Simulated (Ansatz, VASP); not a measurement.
Fe: VASP beside Ansatz

```
Fe
1.0
     0.00000    1.97982    2.00365
     1.52783    0.00000    2.00365
     1.52783    1.97982    0.00000
Fe
1
Direct
  0.00000 0.00000 0.00000
```

Change from the starting cell: volume scaled by 1.06, PAW files.

Alike in both runs: task electric field gradients; functional LDA; k mesh 16 × 16 × 16; occupations fermi-dirac, width 0.05 eV; collinear spin.

```csv
,VASP,Ansatz
version,VASP 6.6.1,Ansatz 0.2.0
potentials or method,"VASP PAW LDA potentials, release 64 (Fe)","PAW with Ansatz's default frozen-core files, scalar-relativistic"
plane-wave cutoff (eV),520,420
valence electrons in the cell,8,16
```

```tsv
	VASP	Ansatz	Ansatz less VASP
pressure (GPa)	-25.9	-25.3	+0.64
traceless stress, the component that is largest in VASP (GPa)	-4.47	-4.45	+0.025
net moment per atom (μB)	2.26	2.29	+0.034
size of the moment on the site where the two differ most (μB)	2.24	2.31	+0.072
size of Vzz on the site where it differs most (V/Å²)	6.1	6.7	+0.54
```

LDA's correlation is that of Perdew and Zunger in VASP and of Perdew and Wang (1992) in Ansatz. Site moments also hang on the region over which each program counts them. VASP's potentials hold 8 valence electrons a cell and Ansatz's 16, so a difference there can come from the potentials and not from the codes.
